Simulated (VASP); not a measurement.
# Cs (P6/mmm) in VASP: relaxation of cell and atoms with LDA

Aim: the relaxation of cell and atoms of Cs with LDA.

Everything below comes from runs of VASP 6.6.1. Logs are shortened: lines on timing, memory, paths and dates and some standing lists are left out, and cuts for length are marked.

### 1 The cell of the first run

It takes space group P6/mmm (No. 191, hexagonal). Conventional cell: a = 4.946 Å, b = 4.946 Å, c = 4.637 Å, α = 90.00°, β = 90.00°, γ = 120.00°.

### 2 Relaxation of cell and atoms, LDA, target pressure 0.061 GPa, at which the enthalpy is minimised

INCAR reads:

```
SYSTEM = Cs
PREC     = Accurate       ! precision mode
ENCUT    = 500            ! plane-wave cutoff, eV
EDIFF    = 1E-7           ! SCF threshold, eV
ISMEAR   = -1             ! smearing method
SIGMA    = 0.1            ! smearing width, eV
LREAL    = .False.        ! projectors in reciprocal space
LASPH    = .True.         ! aspherical terms in the spheres
NELM     = 120            ! most SCF steps
ALGO     = Normal         ! electronic algorithm
ISIF     = 3              ! what is computed and relaxed
LWAVE    = .False.        ! write WAVECAR
LCHARG   = .False.        ! write CHGCAR
GGA      = CA             ! functional
IBRION   = 2              ! ionic algorithm
NSW      = 32             ! ionic steps
EDIFFG   = -0.005         ! ionic threshold
PSTRESS  = 0.61         
GGA_COMPAT= .False.      
NELMIN   = 4
```

KPOINTS reads:

```
regular mesh
0
Gamma
  9 9 8
  0 0 0
```

POSCAR reads:

```
Cs
1.0
    4.9461402450      0.0000000000      0.0000000000
   -2.4730701225      4.2834831028      0.0000000000
    0.0000000000      0.0000000000      4.6371636184
Cs
1
Direct
    0.0000000000      0.0000000000      0.0000000000
```

Potentials or basis: VASP PAW LDA potentials, release 64 (Cs_sv).

The run is started by

```console
$ cat potpaw_LDA.64/Cs_sv/POTCAR > POTCAR
$ mpirun -np 1 vasp_std > vasp.out
```

OUTCAR:

```text
SYSTEM = Cs
   PREC = Accurate
   ENCUT = 500
   EDIFF = 1E-7
   ISMEAR = -1
   LREAL = .False.
   LASPH = .True.
   NELM = 120
   ISIF = 3
   GGA = CA
   IBRION = 2
   NSW = 32
   EDIFFG = -0.005
   PSTRESS = 0.61
   NELMIN = 4

 ion  position               nearest neighbor table
   1  0.000  0.000  0.000-

  LATTYP: Found a hexagonal cell.
 ALAT       =     4.9461402450
 C/A-ratio  =     0.9375317700

  Lattice vectors:

 A1 = (   4.9461402450,   0.0000000000,   0.0000000000)
 A2 = (  -2.4730701225,   4.2834831028,   0.0000000000)
 A3 = (   0.0000000000,   0.0000000000,   4.6371636184)

Analysis of symmetry for initial positions (statically):
=====================================================================
 Subroutine PRICEL returns:
 Original cell was already a primitive cell.

 Routine SETGRP: Setting up the symmetry group for a
 hexagonal supercell.

 Subroutine GETGRP returns: Found 24 space group operations
 (whereof 24 operations were pure point group operations)
 out of a pool of 24 trial point group operations.

The static configuration has the point symmetry D_6h.

Analysis of symmetry for dynamics (positions and initial velocities):
=====================================================================
 Subroutine PRICEL returns:
 Original cell was already a primitive cell.

 Routine SETGRP: Setting up the symmetry group for a
 hexagonal supercell.

 Subroutine GETGRP returns: Found 24 space group operations
 (whereof 24 operations were pure point group operations)
 out of a pool of 24 trial point group operations.

The dynamic configuration has the point symmetry D_6h.

 Subroutine INISYM returns: Found 24 space group operations
 (whereof 24 operations are pure point group operations),
 and found     1 'primitive' translations

----------------------------------------------------------------------------------------

                                     Primitive cell

  volume of cell :      98.2462

  direct lattice vectors                    reciprocal lattice vectors
     4.946140245  0.000000000  0.000000000     0.202177850  0.116727436  0.000000000
    -2.473070122  4.283483103  0.000000000     0.000000000  0.233454872  0.000000000
     0.000000000  0.000000000  4.637163618     0.000000000  0.000000000  0.215649065

  length of vectors
     4.946140245  4.946140245  4.637163618     0.233454872  0.233454872  0.215649065

  position of ions in fractional coordinates (direct lattice)
     0.000000000  0.000000000  0.000000000

  ion indices of the primitive-cell ions
   primitive index   ion index
                 1           1

----------------------------------------------------------------------------------------

 KPOINTS: regular mesh

Automatic generation of k-mesh.
 Grid dimensions read from file:
 generate k-points for:    9    9    8

 Generating k-lattice:

  Cartesian coordinates                     Fractional coordinates (reciprocal lattice)
     0.022464206  0.012969715  0.000000000     0.111111111  0.000000000  0.000000000
     0.000000000  0.025939430  0.000000000     0.000000000  0.111111111  0.000000000
     0.000000000  0.000000000  0.026956133     0.000000000  0.000000000  0.125000000

  Length of vectors
     0.025939430  0.025939430  0.026956133

  Shift w.r.t. Gamma in fractional coordinates (k-lattice)
     0.000000000  0.000000000  0.000000000

 Subroutine IBZKPT returns following result:
 ===========================================

 Found     60 irreducible k-points:

 Following reciprocal coordinates:
            Coordinates               Weight
  0.000000  0.000000  0.000000      1.000000
  0.111111 -0.000000  0.000000      6.000000
  0.222222  0.000000  0.000000      6.000000
  0.333333  0.000000  0.000000      6.000000
  0.444444  0.000000  0.000000      6.000000
  0.111111  0.111111  0.000000      6.000000
[... 16 lines left out ...]
  0.333333  0.222222  0.125000     24.000000
  0.333333  0.333333  0.125000      4.000000
 [... further k-points ...]
   k-points           NKPTS =     60   k-points in BZ     NKDIM =     60   number of bands    NBANDS=      8
   number of dos      NEDOS =    301   number of ions     NIONS =      1
   total plane-waves  NPLWV =  46656
   dimension x,y,z NGX =    36 NGY =   36 NGZ =   36
   dimension x,y,z NGXF=    72 NGYF=   72 NGZF=   72
   ions per type =               1
   NGX,Y,Z   is equivalent  to a cutoff of  12.10, 12.10, 12.91 a.u.
   NGXF,Y,Z  is equivalent  to a cutoff of  24.20, 24.20, 25.81 a.u.
 SYSTEM =  Cs
   PREC   = accura    normal or accurate (medium, high low for compatibility)
   ISTART =      0    job   : 0-new  1-cont  2-samecut
   ICHARG =      2    charge: 1-file 2-atom 10-const
   ISPIN  =      1    spin polarized calculation?
   LNONCOLLINEAR =      F non collinear calculations
   LSORBIT =      F    spin-orbit coupling
   LASPH  =      T    aspherical Exc in radial PAW
   ENCUT  =  500.0 eV  36.75 Ry    6.06 a.u.   9.02  9.02  8.45*2*pi/ulx,y,z
   NELM   =    120;   NELMIN=  4; NELMDL= -5     # of ELM steps
   EDIFF  = 0.1E-06   stopping-criterion for ELM
   LREAL  =      F    real-space projection
   EDIFFG = -.5E-02   stopping-criterion for IOM
   NSW    =     32    number of steps for IOM
   IBRION =      2    ionic relax: 0-MD 1-quasi-New 2-CG
   NFREE  =      1    steps in history (QN), initial steepest desc. (CG)
   ISIF   =      3    stress and relaxation
   ISYM   =      2    0-nonsym 1-usesym 2-fastsym
   POTIM  = 0.5000    time-step for ionic-motion
   TEBEG  =    0.0;   TEEND  =   0.0 temperature during run
   PSTRESS=    0.6 pullay stress
   NELECT =       9.0000    total number of electrons
   NUPDOWN=      -1.0000    fix difference up-down
   EMIN   =  10.00;   EMAX   =-10.00  energy-range for DOS
   EFERMI =   0.00;   METHOD = LEGACY
   ISMEAR =    -1;   SIGMA  =   0.10  broadening in eV -4-tet -1-fermi 0-gaus
   EFERMI_NEDOS =   21; number of points for ismear=-14 and -15
   IALGO  =     38    algorithm
   IMIX   =      4    mixing-type and parameters
     AMIX     =   0.40;   BMIX     =  1.00
     AMIX_MAG =   1.60;   BMIX_MAG =  1.00
  volume/ion in A,a.u.               =      98.25       663.00
  Fermi-wavevector in a.u.,A,eV,Ry     =   0.737990  1.394599  7.410127  0.544629
  Thomas-Fermi vector in A             =   1.831804
   LORBIT       =      0    0 simple, 1 ext, 2 COOP (PROOUT), +10 PAW based schemes
   GGA     = CA    functional components
   LHFCALC =     F    Hartree Fock is set to
   AEXX    =    0.0000 exact exchange contribution
   IVDW    =     0    specifies the selected vdW correction
   LEPSILON=     F    determine dielectric tensor
   LRPA    =     F    only Hartree local field effects (RPA)
 conjugate gradient relaxation of ions
 non-spin polarized calculation
  energy-cutoff  :      500.00
  volume of cell :       98.25
 maximum number of plane-waves:      2514
 NGX is ok and might be reduce to    36
   NGX = 17   NGY = 17   NGZ = 17

--------------------------------------- Ionic step        1  -------------------------------------------

 number of electron       9.0000001 magnetization

 Free energy of the ion-electron system (eV)
  ---------------------------------------------------
  ext. energy  EPLUGINS =         0.00000000
  ---------------------------------------------------
  free energy    TOTEN  =        -0.95677039 eV

  energy without entropy =       -0.91748757  energy(sigma->0) =       -0.93712898

------------------------ aborting loop because EDIFF is reached ----------------------------------------

  FORCE on cell =-STRESS in cart. coord.  units (eV):
  Direction    XX          YY          ZZ          XY          YZ          ZX
  --------------------------------------------------------------------------------------
  -------------------------------------------------------------------------------------
  Total        0.0305322      0.0305322      0.0304315      0.0000000      0.0000000      0.0000000
  in kB        0.4979127      0.4979127      0.4962708      0.0000000      0.0000000      0.0000000
  external PRESSURE =      -0.1126346 kB  Pullay stress =       0.6100000 kB
[... 59 lines left out ...]
  enthalpy is  TOTEN    =        -0.9193710652 eV   P V=        0.0373680952

--------------------------------------- Ionic step        3  -------------------------------------------

 number of electron       9.0000000 magnetization

 Free energy of the ion-electron system (eV)
  ---------------------------------------------------
  ext. energy  EPLUGINS =         0.00000000
  ---------------------------------------------------
  free energy    TOTEN  =        -0.95663675 eV

  energy without entropy =       -0.91723562  energy(sigma->0) =       -0.93693619

 E-fermi :   0.7398     XC(G=0):  -5.9658

 val. band max:        0.7312841979   @ k =   0.4444   0.1111   0.0000
 cond. band min:       0.7844135186   @ k =   0.2222   0.1111   0.3750
 fundamental gap:      0.0531293207
 Fermi energy:         0.7398191408

 k-point     1 :       0.0000    0.0000    0.0000
  band No.  band energies     occupation
      1     -23.1012      2.00000
      2      -9.7815      2.00000
      3      -9.7815      2.00000
      4      -9.7672      2.00000
      5      -1.1138      2.00000
      6       1.9974      0.00001
      7       3.1927      0.00000
      8       3.1927      0.00000
[... 243 lines left out ...]
 k-point    24 :       0.3333    0.3333    0.1250
  band No.  band energies     occupation
      1     -23.0800      2.00000
      2      -9.9738      2.00000
      3      -9.9738      2.00000
      4      -9.7812      2.00000
      5       1.6180      0.00031
      6       1.6180      0.00031
      7       1.8791      0.00002
      8       3.8638      0.00000

 [... further k-points ...]
[... 5 lines left out ...]
  --------------------------------------------------------------------------------------
  -------------------------------------------------------------------------------------
  Total        0.0363978      0.0363978      0.0357352      0.0000000     -0.0000000      0.0000000
  in kB        0.5959466      0.5959466      0.5850971      0.0000000     -0.0000000      0.0000000
  external PRESSURE =      -0.0176699 kB  Pullay stress =       0.6100000 kB
[... 16 lines left out ...]
  FREE ENERGIE OF THE ION-ELECTRON SYSTEM (eV)
  ---------------------------------------------------
  free  energy   TOTEN  =        -0.9566367504 eV

  energy  without entropy=       -0.9172356242  energy(sigma->0) =       -0.93693619

  enthalpy is  TOTEN    =        -0.9193806408 eV   P V=        0.0372561096

 reached required accuracy - stopping structural energy minimisation
```

Wall time 19 s (1 thread of Intel Xeon 6975P-C (Granite Rapids), shared host); peak memory 0.19 GiB.

What came out:

| Property | Result |
| --- | --- |
| Free energy | -0.9566 eV |
| Relaxed volume | 97.85 Å³/atom |
| Relaxed cell | a = 4.940 Å, b = 4.940 Å, c = 4.631 Å, α = 90.00°, β = 90.00°, γ = 120.00° |
| Space group after relaxing (to 0.05 Å) | P6/mmm (No. 191) |
| Energy change on relaxing (the enthalpy is what falls) | +0.1 meV/atom |
| Ionic steps | 3 |
| Pressure after relaxing | 0.1 GPa |

The path:
```csv
step,energy change (eV),largest force (eV/Å),pressure (GPa),volume (Å³)
1,0.0000,0.0000,0.05,98.25
2,0.0000,0.0000,0.05,98.15
3,0.0001,0.0000,0.06,97.85
```

Final structure:
```xyz
1
Lattice="4.9396 0.0000 0.0000 -2.4698 4.2778 0.0000 0.0000 0.0000 4.6309" Properties=species:S:1:pos:R:3 pbc="T T T"
Cs    0.0000    0.0000    0.0000
```

Caveat: the cell is relaxed towards a set pressure, so the enthalpy falls and the energy may rise; spin-orbit coupling is left out, which moves the levels of the heavy elements.
